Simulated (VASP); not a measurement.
Here is a VASP 6.6.1 calculation.

File INCAR:

```
SYSTEM = Rh
ALGO = Fast
EDIFF = 1E-6
ENCUT = 520
GGA = PE
ISIF = 2
ISMEAR = 0
LASPH = .TRUE.
LCHARG = .FALSE.
LREAL = .FALSE.
LWAVE = .FALSE.
NBANDS = 22
NELM = 100
PREC = Accurate
SIGMA = 0.15
```

The input KPOINTS:

```
k-points
0
G
  21 21 12
  0 0 0
```

Contents of POSCAR:

```
Rh
1.0
    2.8612055075      0.0000000000      0.0000000000
   -1.4306027538      2.4778766550      0.0000000000
    0.0000000000      0.0000000000      4.3350124645
Rh
2
Direct
    0.6666666667      0.3333333333      0.7500000000
    0.3333333333      0.6666666667      0.2500000000
```

Potentials or basis: VASP PAW PBE potentials, release 64 (Rh_pv).

Command:

```bash
$ cat potpaw_PBE.64/Rh_pv/POTCAR > POTCAR
$ mpirun -np 1 vasp_std > vasp.out
```

(1) Predict the pressure.

(2) Estimate the band gap on the k mesh.

Answers

(1) -16.2 GPa.

(2) zero (bands 15 and 16 overlap by 1.81 eV).

Caveat: the cell stands under tension.
